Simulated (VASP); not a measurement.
Runs of VASP 6.6.1 on HfSiO4. The structure is that of space group I4_1/amd (No. 141), or close to it. The cells are those of the table. 

```csv
task,level,cell,k mesh,cutoff (eV),smearing,gap on the mesh (eV),pressure (GPa),largest force (eV/Å)
single point,r2SCAN,"a = 5.522 Å, angles 107.0, 107.0, 114.6°, 12 atoms",5 × 5 × 5,520,fermi-dirac 0.05 eV,(d),-0.7,0.27
relaxation of cell and atoms,PBE,"relaxed to 10 GPa from a = 5.522 Å, angles 107.0, 107.0, 114.6°, 12 atoms",5 × 5 × 5,600,fermi-dirac 0.05 eV,5.57,10.0,0.01
single point,PBE,"a = 5.498 Å, angles 107.1, 107.1, 114.4°, 12 atoms",5 × 5 × 5,520,fermi-dirac 0.05 eV,5.50,8.3,0.20
single point,PBE+D3(BJ),"a = 5.551 Å, angles 107.0, 107.0, 114.6°, 12 atoms",6 × 6 × 6,520,fermi-dirac 0.05 eV,5.35,(b),0.19
single point,PBE,"a = 5.561 Å, angles 106.9, 106.9, 114.7°, 12 atoms",5 × 5 × 5,520,fermi-dirac 0.05 eV,5.31,0.4,0.19
single point,PBE,"a = 5.522 Å, angles 107.0, 107.0, 114.6°, 12 atoms",6 × 6 × 6,520,gaussian 0.011 eV,(c),(a),0.53
single point,PBE,"a = 5.536 Å, angles 107.0, 107.0, 114.6°, 12 atoms",5 × 5 × 5,520,fermi-dirac 0.05 eV,5.38,3.3,0.19
single point,PBEsol,"a = 5.522 Å, angles 107.0, 107.0, 114.6°, 12 atoms",5 × 5 × 5,520,fermi-dirac 0.05 eV,5.31,0.0,0.68
```

Alike in all rows: potentials or basis VASP PAW PBE potentials, release 64 (Hf_pv, Si, O); no spin polarisation.

Estimate the missing entries.

(a) 5.8; (b) -1.6; (c) 5.41; (d) 5.97.

Caveats: spin-orbit coupling is left out, which moves the levels of the heavy elements; an odd mesh through Γ misses points on the zone boundary, where band edges can lie (at least some runs); the cell stands under pressure (at least some runs); the PAW data sets were made with another functional, which shifts forces and pressure a little (at least some runs); the cell is relaxed towards a set pressure, so the run minimises the enthalpy, not the energy (at least some runs).

A k mesh can miss the band edges, and the runs leave out spin-orbit coupling on Hf.
